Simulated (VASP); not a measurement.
Runs of VASP 6.6.1 on SiGeTe2S2. The structure is that of space group P4/mmm (No. 123), or close to it. The cells are those of the table. 

```csv
task,cell,k mesh,cutoff (eV),gap on the mesh (eV),pressure (GPa),largest force (eV/Å)
relaxation of cell and atoms,"relaxed from a = 4.905, b = 4.905, c = 6.588 Å, 6 atoms",4 × 4 × 4,600,none,0.0,0.02
single point,"a = 4.333, b = 4.333, c = 9.091 Å, 6 atoms",8 × 8 × 6,520,none,-0.1,0.02
single point,"a = 4.803, b = 4.803, c = 6.228 Å, 6 atoms",4 × 4 × 4,520,none,-0.1,(a)
single point,"a = 4.331, b = 4.331, c = 9.204 Å, 6 atoms",10 × 10 × 4,520,none,0.0,0.03
single point,"a = 4.905, b = 4.905, c = 6.588 Å, 6 atoms",4 × 4 × 4,520,none,-3.8,0.97
```

Alike in all rows: level PBE; potentials or basis VASP PAW PBE potentials, release 64 (Si, Ge_d, Te, S); no spin polarisation; smearing gaussian 0.1 eV.

**Question.** Estimate the missing entries.

**Answer.** (a) 0.01.

Caveats: spin-orbit coupling is left out, which moves the levels of the heavy elements; this functional lacks dispersion, which binds the layers, so the pressure and a relaxed spacing across them are unreliable (some runs).

A k mesh can miss the band edges, and the runs leave out spin-orbit coupling on Ge, Te.

A gap of «none» marks levels without a gap at the run's occupations.
